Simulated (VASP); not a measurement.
# HfB3Ir (P-6m2) in VASP: further runs

HfB3Ir is run at these levels: PBE; tasks: single point, relaxation of cell and atoms.

Program: VASP 6.6.1. These are calculated values, not measurements. Logs are shortened: lines on timing, memory, paths and dates and some standing lists are left out, and cuts for length are marked.

### 1 The cell of the first run

Symmetry: P-6m2, No. 187, hexagonal system. The conventional cell has a = 4.190 Å, b = 4.190 Å, c = 5.249 Å, α = 90.00°, β = 90.00°, γ = 120.00°. Within 3.5 Å of Hf (site symmetry -6m2) lie 2 Ir at 2.62 Å and 12 B at 3.37 Å. Within 2.2 Å of B (site symmetry mm2) lie 2 B at 1.66 Å and 2 Ir at 2.11 Å. Within 2.8 Å of Ir (site symmetry -6m2) lie 6 B at 2.11 Å and 2 Hf at 2.62 Å.

The cell was built from a structure type or drawn by symmetry, and may not be a known phase.

### 2 Single point, PBE

INCAR

```
SYSTEM = HfB3Ir
PREC = Accurate
ENCUT = 520
EDIFF = 1E-7
ISMEAR = 0
SIGMA = 0.1
LREAL = .FALSE.
LASPH = .TRUE.
NELM = 60
ALGO = Normal
ISIF = 2
LWAVE = .FALSE.
LCHARG = .FALSE.
GGA = PE
NBANDS = 22
```

KPOINTS

```
Automatic mesh
0
G
  12 12 8
  0 0 0
```

POSCAR

```
HfB3Ir
1.0
    4.1901924514      0.0000000000      0.0000000000
   -2.0950962257      3.6288131097      0.0000000000
    0.0000000000      0.0000000000      5.2491524239
Hf B Ir
1 3 1
Direct
    0.0000000000      0.0000000000      0.5000000000
    0.4653157557      0.5346842443      0.0000000000
    0.4653157557      0.9306315115      0.0000000000
    0.0693684885      0.5346842443      0.0000000000
    0.0000000000      0.0000000000      0.0000000000
```

Potentials or basis: VASP PAW PBE potentials, release 64 (Hf_pv, B, Ir).

The run is started by

```console
> cat potpaw_PBE.64/Hf_pv/POTCAR potpaw_PBE.64/B/POTCAR potpaw_PBE.64/Ir/POTCAR > POTCAR
> mpirun -np 1 vasp_std > vasp.out
```

OUTCAR:

```text
SYSTEM = HfB3Ir
   PREC = Accurate
   ENCUT = 520
   EDIFF = 1E-7
   ISMEAR = 0
   LREAL = .FALSE.
   LASPH = .TRUE.
   NELM = 60
   ISIF = 2
   GGA = PE

 ion  position               nearest neighbor table
   1  0.000  0.000  0.500-   5 2.62   5 2.62
   2  0.465  0.535  0.000-   4 1.66   3 1.66   5 2.11   5 2.11
   3  0.465  0.931  0.000-   2 1.66   4 1.66   5 2.11   5 2.11
   4  0.069  0.535  0.000-   2 1.66   3 1.66   5 2.11   5 2.11
   5  0.000  0.000  0.000-   3 2.11   4 2.11   2 2.11   2 2.11   3 2.11   4 2.11   1 2.62   1 2.62

  LATTYP: Found a hexagonal cell.
 ALAT       =     4.1901924514
 C/A-ratio  =     1.2527234691

  Lattice vectors:

 A1 = (   4.1901924514,   0.0000000000,   0.0000000000)
 A2 = (  -2.0950962257,   3.6288131097,   0.0000000000)
 A3 = (   0.0000000000,   0.0000000000,   5.2491524239)

Analysis of symmetry for initial positions (statically):
=====================================================================
 Subroutine PRICEL returns:
 Original cell was already a primitive cell.

 Routine SETGRP: Setting up the symmetry group for a
 hexagonal supercell.

 Subroutine GETGRP returns: Found 12 space group operations
 (whereof 12 operations were pure point group operations)
 out of a pool of 24 trial point group operations.

The static configuration has the point symmetry D_3h.

Analysis of symmetry for dynamics (positions and initial velocities):
=====================================================================
 Subroutine PRICEL returns:
 Original cell was already a primitive cell.

 Routine SETGRP: Setting up the symmetry group for a
 hexagonal supercell.

 Subroutine GETGRP returns: Found 12 space group operations
 (whereof 12 operations were pure point group operations)
 out of a pool of 24 trial point group operations.

The dynamic configuration has the point symmetry D_3h.

 Subroutine INISYM returns: Found 12 space group operations
 (whereof 12 operations are pure point group operations),
 and found     1 'primitive' translations

----------------------------------------------------------------------------------------

                                     Primitive cell

  volume of cell :      79.8156

  direct lattice vectors                    reciprocal lattice vectors
     4.190192451  0.000000000  0.000000000     0.238652523  0.137786098  0.000000000
    -2.095096226  3.628813110  0.000000000     0.000000000  0.275572197  0.000000000
     0.000000000  0.000000000  5.249152424     0.000000000  0.000000000  0.190506947

  length of vectors
     4.190192451  4.190192451  5.249152424     0.275572197  0.275572197  0.190506947

  position of ions in fractional coordinates (direct lattice)
     0.000000000  0.000000000  0.500000000
     0.465315756  0.534684244  0.000000000
     0.465315756  0.930631512  0.000000000
     0.069368488  0.534684244  0.000000000
     0.000000000  0.000000000  0.000000000

  ion indices of the primitive-cell ions
   primitive index   ion index
                 1           1
                 2           2
                 3           3
                 4           4
                 5           5

----------------------------------------------------------------------------------------

 KPOINTS: Automatic mesh

Automatic generation of k-mesh.
 Grid dimensions read from file:
 generate k-points for:   12   12    8

 Generating k-lattice:

  Cartesian coordinates                     Fractional coordinates (reciprocal lattice)
     0.019887710  0.011482175  0.000000000     0.083333333  0.000000000  0.000000000
     0.000000000  0.022964350  0.000000000     0.000000000  0.083333333  0.000000000
     0.000000000  0.000000000  0.023813368     0.000000000  0.000000000  0.125000000

  Length of vectors
     0.022964350  0.022964350  0.023813368

  Shift w.r.t. Gamma in fractional coordinates (k-lattice)
     0.000000000  0.000000000  0.000000000

 Subroutine IBZKPT returns following result:
 ===========================================

 Found     95 irreducible k-points:

 Following reciprocal coordinates:
            Coordinates               Weight
  0.000000  0.000000  0.000000      1.000000
  0.083333  0.000000  0.000000      6.000000
  0.166667 -0.000000  0.000000      6.000000
  0.250000 -0.000000  0.000000      6.000000
  0.333333 -0.000000  0.000000      6.000000
  0.416667  0.000000  0.000000      6.000000
[... 16 lines left out ...]
  0.250000 -0.000000  0.125000     12.000000
  0.333333 -0.000000  0.125000     12.000000
 [... further k-points ...]
   k-points           NKPTS =     95   k-points in BZ     NKDIM =     95   number of bands    NBANDS=     22
   number of dos      NEDOS =    301   number of ions     NIONS =      5
   total plane-waves  NPLWV =  40960
   dimension x,y,z NGX =    32 NGY =   32 NGZ =   40
   dimension x,y,z NGXF=    64 NGYF=   64 NGZF=   80
   ions per type =               1   3   1
   NGX,Y,Z   is equivalent  to a cutoff of  12.70, 12.70, 12.67 a.u.
   NGXF,Y,Z  is equivalent  to a cutoff of  25.39, 25.39, 25.34 a.u.
 SYSTEM =  HfB3Ir
   PREC   = accura    normal or accurate (medium, high low for compatibility)
   ISTART =      0    job   : 0-new  1-cont  2-samecut
   ICHARG =      2    charge: 1-file 2-atom 10-const
   ISPIN  =      1    spin polarized calculation?
   LNONCOLLINEAR =      F non collinear calculations
   LSORBIT =      F    spin-orbit coupling
   LASPH  =      T    aspherical Exc in radial PAW
   ENCUT  =  520.0 eV  38.22 Ry    6.18 a.u.   7.79  7.79  9.76*2*pi/ulx,y,z
   NELM   =     60;   NELMIN=  2; NELMDL= -5     # of ELM steps
   EDIFF  = 0.1E-06   stopping-criterion for ELM
   LREAL  =      F    real-space projection
   EDIFFG = 0.1E-05   stopping-criterion for IOM
   NSW    =      0    number of steps for IOM
   IBRION =     -1    ionic relax: 0-MD 1-quasi-New 2-CG
   NFREE  =      0    steps in history (QN), initial steepest desc. (CG)
   ISIF   =      2    stress and relaxation
   ISYM   =      2    0-nonsym 1-usesym 2-fastsym
   POTIM  = 0.5000    time-step for ionic-motion
   TEBEG  =    0.0;   TEEND  =   0.0 temperature during run
   PSTRESS=    0.0 pullay stress
   NELECT =      28.0000    total number of electrons
   NUPDOWN=      -1.0000    fix difference up-down
   EMIN   =  10.00;   EMAX   =-10.00  energy-range for DOS
   EFERMI =   0.00;   METHOD = LEGACY
   ISMEAR =     0;   SIGMA  =   0.10  broadening in eV -4-tet -1-fermi 0-gaus
   EFERMI_NEDOS =   21; number of points for ismear=-14 and -15
   IALGO  =     38    algorithm
   IMIX   =      4    mixing-type and parameters
     AMIX     =   0.40;   BMIX     =  1.00
     AMIX_MAG =   1.60;   BMIX_MAG =  1.00
  volume/ion in A,a.u.               =      15.96       107.72
  Fermi-wavevector in a.u.,A,eV,Ry     =   1.154600  2.181878 18.137945  1.333101
  Thomas-Fermi vector in A             =   2.291235
   LORBIT       =      0    0 simple, 1 ext, 2 COOP (PROOUT), +10 PAW based schemes
   GGA     = PE    functional components
   LHFCALC =     F    Hartree Fock is set to
   AEXX    =    0.0000 exact exchange contribution
   IVDW    =     0    specifies the selected vdW correction
   LEPSILON=     F    determine dielectric tensor
   LRPA    =     F    only Hartree local field effects (RPA)
 non-spin polarized calculation
 Gauss-broadening in eV      SIGMA  =   0.10
  energy-cutoff  :      520.00
  volume of cell :       79.82
 maximum number of plane-waves:      2178
 NGX is ok and might be reduce to    32
   NGX = 15   NGY = 15   NGZ = 19

 number of electron      27.9999998 magnetization

 Free energy of the ion-electron system (eV)
  ---------------------------------------------------
  ext. energy  EPLUGINS =         0.00000000
  ---------------------------------------------------
  free energy    TOTEN  =       -36.34928913 eV

  energy without entropy =      -36.33251774  energy(sigma->0) =      -36.34090343

 E-fermi :   4.4592     XC(G=0): -10.3396

 val. band max:        4.4532559526   @ k =   0.1667  -0.0000   0.3750
 cond. band min:       4.4737657759   @ k =   0.3333   0.3333   0.3750
 fundamental gap:      0.0205098233
 Fermi energy:         4.4592429677

 k-point     1 :       0.0000    0.0000    0.0000
  band No.  band energies     occupation
      1     -27.8520      2.00000
      2     -27.8520      2.00000
      3     -27.7614      2.00000
      4      -8.5467      2.00000
      5      -2.4720      2.00000
      6      -2.4720      2.00000
[... 14 lines left out ...]
     21       9.0891      0.00000
     22       9.2557      0.00000

 k-point     2 :       0.0833    0.0000    0.0000
  band No.  band energies     occupation
      1     -27.8536      2.00000
      2     -27.8524      2.00000
      3     -27.7612      2.00000
      4      -8.4865      2.00000
      5      -2.8523      2.00000
      6      -2.4406      2.00000
[... 14 lines left out ...]
     21       9.1198      0.00000
     22       9.1884      0.00000

 k-point     3 :       0.1667   -0.0000    0.0000
  band No.  band energies     occupation
      1     -27.8578      2.00000
      2     -27.8535      2.00000
      3     -27.7607      2.00000
      4      -8.3129      2.00000
      5      -3.4212      2.00000
      6      -2.3507      2.00000
[... 14 lines left out ...]
     21       9.0276      0.00000
     22       9.0724      0.00000
[... 476 lines left out ...]
 k-point    23 :       0.2500   -0.0000    0.1250
  band No.  band energies     occupation
      1     -27.8638      2.00000
      2     -27.8552      2.00000
      3     -27.7664      2.00000
      4      -8.0381      2.00000
      5      -3.8907      2.00000
      6      -2.2159      2.00000
[... 14 lines left out ...]
     21       8.9327      0.00000
     22       9.0679      0.00000

 k-point    24 :       0.3333   -0.0000    0.1250
  band No.  band energies     occupation
      1     -27.8696      2.00000
      2     -27.8567      2.00000
      3     -27.7656      2.00000
      4      -7.7354      2.00000
      5      -4.2309      2.00000
      6      -2.0662      2.00000
[... 14 lines left out ...]
     21       8.6914      0.00000
     22       9.3520      0.00000

 [... further k-points ...]

------------------------ aborting loop because EDIFF is reached ----------------------------------------

  FORCE on cell =-STRESS in cart. coord.  units (eV):
  Direction    XX          YY          ZZ          XY          YZ          ZX
  --------------------------------------------------------------------------------------
  -------------------------------------------------------------------------------------
  Total        0.1841979      0.1841979     -0.4641879      0.0000000      0.0000000      0.0000000
  in kB        3.6974944      3.6974944     -9.3178698      0.0000000      0.0000000      0.0000000
  external PRESSURE =      -0.6409603 kB  Pullay stress =       0.0000000 kB

 VOLUME and BASIS-vectors are now :
 -----------------------------------------------------------------------------
  energy-cutoff  :      520.00
  volume of cell :       79.82
      direct lattice vectors                 reciprocal lattice vectors
     4.190192451  0.000000000  0.000000000     0.238652523  0.137786098  0.000000000
    -2.095096226  3.628813110  0.000000000     0.000000000  0.275572197  0.000000000
     0.000000000  0.000000000  5.249152424     0.000000000  0.000000000  0.190506947

 POSITION                                       TOTAL-FORCE (eV/Angst)
 -----------------------------------------------------------------------------------
      0.00000      0.00000      2.62458        -0.000000      0.000000      0.000000
      0.82955      1.94027      0.00000         0.016486     -0.009518     -0.000000
     -0.00000      3.37709      0.00000         0.000000      0.019037      0.000000
     -0.82955      1.94027      0.00000        -0.016486     -0.009518     -0.000000
      0.00000      0.00000      0.00000         0.000000      0.000000      0.000000
 -----------------------------------------------------------------------------------
    total drift:                               -0.000000      0.000000      0.000000

  FREE ENERGIE OF THE ION-ELECTRON SYSTEM (eV)
  ---------------------------------------------------
  free  energy   TOTEN  =       -36.3492891279 eV

  energy  without entropy=      -36.3325177369  energy(sigma->0) =      -36.34090343
```

Run time: 2.7 min. Hardware: 1 thread of Intel Xeon Platinum 8259CL at 2.50GHz (Skylake/Cascade Lake), shared host; peak memory 0.32 GiB.

Results:

- Free energy: -36.3493 eV
- Pressure: -0.1 GPa
- Largest force: 0.019 eV/Å
- Band gap on the k mesh: zero (bands 14 and 15 overlap by 0.65 eV)

Forces on the atoms (eV/Å):
```
Hf   0.000  0.000  0.000
B    0.016 -0.010  0.000
B    0.000  0.019  0.000
B   -0.016 -0.010  0.000
Ir   0.000  0.000  0.000
```

Stress tensor (GPa, compression positive):
```
 0.37  0.00  0.00
 0.00  0.37  0.00
 0.00  0.00 -0.93
```

Caveat: spin-orbit coupling is left out, which moves the levels of the heavy elements.

### 3 Relaxation of cell and atoms, PBE

INCAR

```
SYSTEM = HfB3Ir
PREC     = Accurate       ! precision mode
ENCUT    = 600            ! plane-wave cutoff, eV
EDIFF    = 1E-6           ! SCF threshold, eV
ISMEAR   = 0              ! smearing method
SIGMA    = 0.1            ! smearing width, eV
LREAL    = .False.        ! projectors in reciprocal space
LASPH    = .True.         ! aspherical terms in the spheres
NELM     = 60             ! most SCF steps
ALGO     = Normal         ! electronic algorithm
ISIF     = 3              ! what is computed and relaxed
LWAVE    = .False.        ! write WAVECAR
LCHARG   = .False.        ! write CHGCAR
GGA      = PE             ! functional
IBRION   = 2              ! ionic algorithm
NSW      = 100            ! ionic steps
EDIFFG   = -0.01          ! ionic threshold
```

KPOINTS

```
regular mesh
0
Gamma
  12 12 8
  0 0 0
```

POSCAR

```
HfB3Ir
1.0
    4.1901187312      0.0000000000      0.0000000000
   -2.0950593656      3.6287492661      0.0000000000
    0.0000000000      0.0000000000      5.2491934401
Hf B Ir
1 3 1
Direct
    0.0000000000      0.0000000000      0.5000000000
    0.4656194906      0.5343805094      0.0000000000
    0.4656194906      0.9312389812      0.0000000000
    0.0687610188      0.5343805094      0.0000000000
    0.0000000000      0.0000000000      0.0000000000
```

Potentials or basis: VASP PAW PBE potentials, release 64 (Hf_pv, B, Ir).

The run is started by

```console
> cat potpaw_PBE.64/Hf_pv/POTCAR potpaw_PBE.64/B/POTCAR potpaw_PBE.64/Ir/POTCAR > POTCAR
> mpirun -np 1 vasp_std > vasp.out
```

OUTCAR:

```text
SYSTEM = HfB3Ir
   PREC = Accurate
   ENCUT = 600
   EDIFF = 1E-6
   ISMEAR = 0
   LREAL = .False.
   LASPH = .True.
   NELM = 60
   ISIF = 3
   GGA = PE
   IBRION = 2
   NSW = 100
   EDIFFG = -0.01

 ion  position               nearest neighbor table
   1  0.000  0.000  0.500-   5 2.62   5 2.62
   2  0.466  0.534  0.000-   4 1.66   3 1.66   5 2.11   5 2.11
   3  0.466  0.931  0.000-   2 1.66   4 1.66   5 2.11   5 2.11
   4  0.069  0.534  0.000-   2 1.66   3 1.66   5 2.11   5 2.11
   5  0.000  0.000  0.000-   3 2.11   3 2.11   4 2.11   2 2.11   2 2.11   4 2.11   1 2.62   1 2.62

  LATTYP: Found a hexagonal cell.
 ALAT       =     4.1901187312
 C/A-ratio  =     1.2527552981

  Lattice vectors:

 A1 = (   4.1901187312,   0.0000000000,   0.0000000000)
 A2 = (  -2.0950593656,   3.6287492661,   0.0000000000)
 A3 = (   0.0000000000,   0.0000000000,   5.2491934401)

[... 424 lines left out ...]
  energy without entropy =      -36.33703272  energy(sigma->0) =      -36.34522941

 E-fermi :   4.4792     XC(G=0): -10.3481

 val. band max:        4.4673337111   @ k =   0.2500   0.2500   0.1250
 cond. band min:       4.4904493004   @ k =   0.3333   0.3333   0.3750
 fundamental gap:      0.0231155893
 Fermi energy:         4.4792477969

 k-point     1 :       0.0000    0.0000    0.0000
  band No.  band energies     occupation
      1     -27.8292      2.00000
      2     -27.8292      2.00000
      3     -27.7448      2.00000
      4      -8.5261      2.00000
      5      -2.4568      2.00000
      6      -2.4568      2.00000
[... 481 lines left out ...]
      5      -4.2075      2.00000
      6      -2.0508      2.00000
[... 10 lines left out ...]
     17       6.3039      0.00000
     18       6.9255      0.00000

 [... further k-points ...]

------------------------ aborting loop because EDIFF is reached ----------------------------------------

  FORCE on cell =-STRESS in cart. coord.  units (eV):
  Direction    XX          YY          ZZ          XY          YZ          ZX
  --------------------------------------------------------------------------------------
  -------------------------------------------------------------------------------------
  Total        0.0016528      0.0016528     -0.0077118      0.0000000      0.0000000     -0.0000000
  in kB        0.0332383      0.0332383     -0.1550851      0.0000000      0.0000000     -0.0000000
  external PRESSURE =      -0.0295362 kB  Pullay stress =       0.0000000 kB
[... 20 lines left out ...]
  FREE ENERGIE OF THE ION-ELECTRON SYSTEM (eV)
  ---------------------------------------------------
  free  energy   TOTEN  =       -36.3534261031 eV

  energy  without entropy=      -36.3370327183  energy(sigma->0) =      -36.34522941

 reached required accuracy - stopping structural energy minimisation
```

Wall time 8 min (1 thread of Intel Xeon Platinum 8259CL at 2.50GHz (Skylake/Cascade Lake), shared host); peak memory 0.37 GiB.

Results:

```
Free energy                           : -36.3534 eV
Relaxed volume                        : 15.93 Å³/atom
Relaxed cell                          : a = 4.197 Å, b = 4.197 Å, c = 5.223 Å, α = 90.00°, β = 90.00°, γ = 120.00°
Space group after relaxing (to 0.1 Å) : P-6m2 (No. 187)
Energy gained by relaxing             : 0.3 meV/atom
Ionic steps                           : 7
Pressure after relaxing               : 0.0 GPa
Largest force after relaxing          : 0.007 eV/Å
Band gap on the k mesh                : zero (bands 14 and 15 overlap by 0.67 eV)
```

Forces on the atoms (eV/Å):
```
Hf   0.000  0.000  0.000
B    0.006 -0.003  0.000
B    0.000  0.007  0.000
B   -0.006 -0.003  0.000
Ir   0.000  0.000  0.000
```

The path:
```tsv
step	energy change (eV)	largest force (eV/Å)	pressure (GPa)	volume (Å³)
1	0.0000	0.0584	-0.18	79.81
2	-0.0014	0.0113	0.12	79.60
3	-0.0015	0.0031	0.23	79.54
4	-0.0013	0.0362	-0.28	79.77
5	-0.0015	0.0121	0.04	79.63
6	-0.0015	0.0125	0.03	79.63
7	-0.0015	0.0069	0.00	79.67
```

Final structure:
```
Hf B Ir
1.0
     4.19692    0.00000    0.00000
    -2.09846    3.63464    0.00000
     0.00000    0.00000    5.22285
Hf B Ir
1 3 1
Direct
  0.00000 0.00000 0.50000
  0.46501 0.53499 0.00000
  0.46501 0.93003 0.00000
  0.06997 0.53499 0.00000
  0.00000 0.00000 0.00000
```

Levels at points of the mesh, in eV from the Fermi level:
```tsv
k point	band 12	band 13	band 14	band 15	band 16	band 17
(0.00, 0.00, 0.00)	-2.43	-2.43	-2.31	0.65	0.65	2.72
(0.50, 0.00, 0.00)	-1.33	-1.16	-0.83	1.49	1.60	2.05
(0.00, 0.00, 0.50)	-2.70	-2.70	-0.74	0.18	0.18	1.69
(0.50, 0.00, 0.50)	-3.10	-1.43	-0.32	0.28	1.05	1.66
```

Caveat: spin-orbit coupling is left out, which moves the levels of the heavy elements.
